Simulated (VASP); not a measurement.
Crystal: KTaO3.

```
CELL_PARAMETERS angstrom
4.06652 0.00000 0.00000
0.00000 4.06652 0.00000
0.00000 0.00000 4.06652
ATOMIC_POSITIONS crystal
Ta 0.00000 0.00000 0.00000
K 0.50000 0.50000 0.50000
O 0.00000 0.00000 0.50000
O 0.00000 0.50000 0.00000
O 0.50000 0.00000 0.00000
```

Base run:

* Program: VASP 6.6.1
* Functional: PBEsol
* Potentials or basis: VASP PAW PBE potentials, release 64 (Ta_sv_GW, K_sv, O)
* Cutoff: 700 eV
* k mesh: 7 × 7 × 7
* Occupations: fermi-dirac, width 0.05 eV
* Spin: no spin polarisation

Its results: band gap on the k mesh 2.05 eV (least direct gap 2.64 eV); pressure -10.7 GPa.

Problem. The run is repeated on the same cell with these changes: functional from PBEsol to LDA; potentials or basis from VASP PAW PBE potentials, release 64 (Ta_sv_GW, K_sv, O) to VASP PAW LDA potentials, release 64 (Ta_sv_GW, K_sv, O). What comes out?

Solution. Band gap on the k mesh 1.98 eV (least direct gap 2.57 eV); pressure -15.0 GPa.

Caveats: the cell stands under tension; spin-orbit coupling is left out, which moves the levels of the heavy elements; an odd mesh through Γ misses points on the zone boundary, where band edges can lie; the PAW data sets were made with another functional, which shifts forces and pressure a little (at least some runs).
